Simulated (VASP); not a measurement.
# Sb: electric field gradients with LDA

Crystal: Sb.

```xyz
2
Lattice="3.3235 0.0000 0.0000 -1.6617 2.8782 0.0000 0.0000 0.0000 5.2580" Properties=species:S:1:pos:R:3 pbc="T T T"
Sb    0.0000    1.9188    1.3145
Sb    1.6617    0.9594    3.9435
```

This cell differs from its parent crystal: volume scaled by 0.96.

* Program: VASP 6.6.1
* Task: electric field gradients
* Functional: LDA
* Potentials or basis: VASP PAW LDA potentials, release 64 (Sb)
* Cutoff: 520 eV
* k mesh: 12 × 12 × 7
* Occupations: fermi-dirac, width 0.03 eV
* Spin: no spin polarisation
* Dipole correction: no
* Further INCAR settings: ALGO = Normal; EDIFF = 1e-08; NBANDS = 12

| Item | Value |
| --- | --- |
| Pressure | 1.7 GPa |
| Band gap on the k mesh | zero (band 5 reaches 13.51 eV, above the bottom of band 6 at 6.27 eV) |

Stress tensor (GPa, compression positive):
```
2.29 0.00 0.00
0.00 2.29 0.00
0.00 0.00 0.66
```

Levels at points of the mesh, in eV from the Fermi level:
| k point | band 1 | band 2 | band 3 | band 4 | band 5 | band 6 | band 7 | band 8 | band 9 | band 10 |
| --- | --- | --- | --- | --- | --- | --- | --- | --- | --- | --- |
| (0.00, 0.00, 0.00) | -13.53 | -9.08 | -6.21 | 3.42 | 3.42 | 5.29 | 5.29 | 6.30 | 7.54 | 8.84 |
| (0.50, 0.00, 0.00) | -9.78 | -8.37 | -4.33 | -3.02 | -2.53 | -0.25 | 0.07 | 3.90 | 4.24 | 7.60 |

Electric field gradients, principal values (V/Å²):
| atom | least | middle | greatest (by size) |
| --- | --- | --- | --- |
| 1 Sb | -10.846 | -10.846 | 21.691 |
| 2 Sb | -10.846 | -10.846 | 21.691 |

Run time: 31 s on 1 thread of Intel Xeon 6975P-C, with other jobs on the host, peak memory 0.18 GiB.

Caveat: without QUAD_EFG the Cq values of the log hold for a quadrupole moment of 1 mb, not for the nuclei; spin-orbit coupling is left out, which moves the levels of the heavy elements.
